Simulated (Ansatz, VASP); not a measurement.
## Al: VASP beside Ansatz

```
Al
1.0
     2.78382    0.00000    0.00000
    -1.39191    2.41086    0.00000
     0.00000    0.00000    8.99482
Al
4
Direct
  0.00000 0.00000 0.00000
  0.33333 0.66667 0.25000
  0.00000 0.00000 0.50000
  0.66667 0.33333 0.75000
```

Alike in both runs: task single point; functional PBE; dispersion D3(BJ); k mesh 18 × 18 × 6; occupations gaussian, width 0.15 eV; no spin polarisation.

|  | VASP | Ansatz |
| --- | --- | --- |
| version | VASP 6.6.1 | Ansatz 0.2.0 |
| potentials or method | VASP PAW PBE potentials, release 64 (Al), cutoff 520 eV | scalar-relativistic, plane waves, PAW |
| valence electrons in the cell | 12 | 12 |

|  | VASP | Ansatz | Ansatz less VASP |
| --- | --- | --- | --- |
| gap on the k mesh at the Fermi level (eV) | none | none | - |
| pressure (GPa) | 4.7 | 4.7 | +0.03 |
| traceless stress, the component that is largest in VASP (GPa) | 1.21 | 1.21 | +0.001 |

A gap of «none» marks a metal or a gap that the smearing closes.
